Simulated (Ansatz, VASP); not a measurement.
Ca2SiS6 in VASP and in Ansatz

```xyz
9
Lattice="0.0000 4.3994 4.3994 4.3994 0.0000 4.3994 4.3994 4.3994 0.0000" Properties=species:S:1:pos:R:3 pbc="T T T"
Ca    2.1997    2.1997    2.1997
Ca    6.5992    6.5992    6.5992
Si    0.0000    0.0000    0.0000
S     2.1997    4.3994    4.3994
S     6.5992    4.3994    4.3994
S     4.3994    2.1997    4.3994
S     4.3994    6.5992    4.3994
S     4.3994    4.3994    2.1997
S     4.3994    4.3994    6.5992
```

Change from the starting cell: ordered vacancies on the cation sites of perovskite (Fm-3m, No. 225).

Alike in both runs: task single point; functional PBE; k mesh 4 × 4 × 4; occupations gaussian, width 0.1 eV; no spin polarisation.

|  | VASP | Ansatz |
| --- | --- | --- |
| version | VASP 6.6.1 | Ansatz 0.2.0 |
| potentials or method | VASP PAW PBE potentials, release 64 (Ca_sv, Si, S), cutoff 520 eV | scalar-relativistic, plane waves, PAW |
| valence electrons in the cell | 60 | 60 |

```tsv
	VASP	Ansatz	Ansatz less VASP
gap on the k mesh at the Fermi level (eV)	none	none	-
pressure (GPa)	4.6	4.6	+0.05
```

A gap of «none» marks a metal or a gap that the smearing closes. The functional is the same, so the differences come from potentials, cutoffs and numerics.
